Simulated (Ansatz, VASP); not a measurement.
# W: VASP beside Ansatz

The input POSCAR:

```
W
1.0
    0.0000000000     -2.0300000000     -2.0300000000
    0.0000000000      2.0300000000     -2.0300000000
    4.0600000000      0.0000000000      0.0000000000
W
2
Direct
    0.5000000000      0.5000000000      0.4753694581
    0.0000000000      0.0000000000      0.0246305419
```

The input INCAR.step1:

```
PREC     = Accurate       # precision mode
ENCUT    = 550            # plane-wave cutoff, eV
ISMEAR   = 0              # smearing method
SIGMA    = 0.15           # smearing width, eV
LREAL    = False          # projectors in reciprocal space
LASPH    = True           # aspherical terms in the spheres
NELM     = 120            # most SCF steps
NBANDS   = 21             # bands
GGA      = PE             # functional
ALGO     = Normal         # electronic algorithm
EDIFF    = 1E-5           # SCF threshold, eV
LWAVE    = True           # write WAVECAR
LCHARG   = False          # write CHGCAR
GGA_COMPAT= False
```

The input INCAR.step2:

```
PREC     = Accurate       # precision mode
ENCUT    = 550            # plane-wave cutoff, eV
EDIFF    = 1E-6           # SCF threshold, eV
ISMEAR   = 0              # smearing method
SIGMA    = 0.15           # smearing width, eV
LREAL    = False          # projectors in reciprocal space
LASPH    = True           # aspherical terms in the spheres
NELM     = 120            # most SCF steps
ALGO     = Normal         # electronic algorithm
ISIF     = 2              # what is computed and relaxed
LWAVE    = False          # write WAVECAR
LCHARG   = False          # write CHGCAR
METAGGA  = R2SCAN         # meta-GGA
LMIXTAU  = True         
NBANDS   = 21             # bands
ISTART   = 1            
GGA_COMPAT= False
```

Contents of KPOINTS:

```
regular mesh
0
Gamma
  16 16 12
```

Input for Ansatz:

```yaml
crystal:
  lattice:
    - [0.0, -2.03, -2.03]
    - [0.0, 2.03, -2.03]
    - [4.06, 0.0, 0.0]
  atoms:
    - { symbol: W, position: [0.5, 0.5, 0.4753694581] }
    - { symbol: W, position: [0.0, 0.0, 0.0246305419] }
basis:
  ecutwfc: 500
kpoints:
  mp_grid: { grid: [16, 16, 12] }
hamiltonian:
  xc: r2scan
scf:
  occupations: { method: gaussian, width: 0.15 }
output:
  forces: true
  stress: true
  eigenvalues: true
```

Change from the starting cell: mode 6 (205.5 1/cm) frozen in, largest displacement -0.100 Å.

Alike in both runs: task single point; functional r2SCAN; k mesh 16 × 16 × 12; occupations gaussian, width 0.15 eV; no spin polarisation.

|  | VASP | Ansatz |
| --- | --- | --- |
| version | VASP 6.6.1 | Ansatz 0.2.0 |
| potentials or method | VASP PAW PBE potentials, release 64 (W_sv), cutoff 550 eV | scalar-relativistic, plane waves, PAW |
| valence electrons in the cell | 28 | 28 |

Ansatz gave:

* gap on the k mesh at the Fermi level (eV): none
* pressure (GPa): -4.2
* traceless stress, the component that is largest in VASP (GPa): -11.38
* rms of the force components (eV/Å): 1.331

Task: Which values does VASP return?

Result: gap on the k mesh at the Fermi level (eV): none; pressure (GPa): -3.2; traceless stress, the component that is largest in VASP (GPa): -11.47; rms of the force components (eV/Å): 1.349.

VASP's potentials were made for PBE, not for r2SCAN. Atom by atom the forces differ by 0.017 eV/Å (rms over components). A gap of «none» marks a metal or a gap that the smearing closes.

Neither program's run includes spin-orbit coupling.
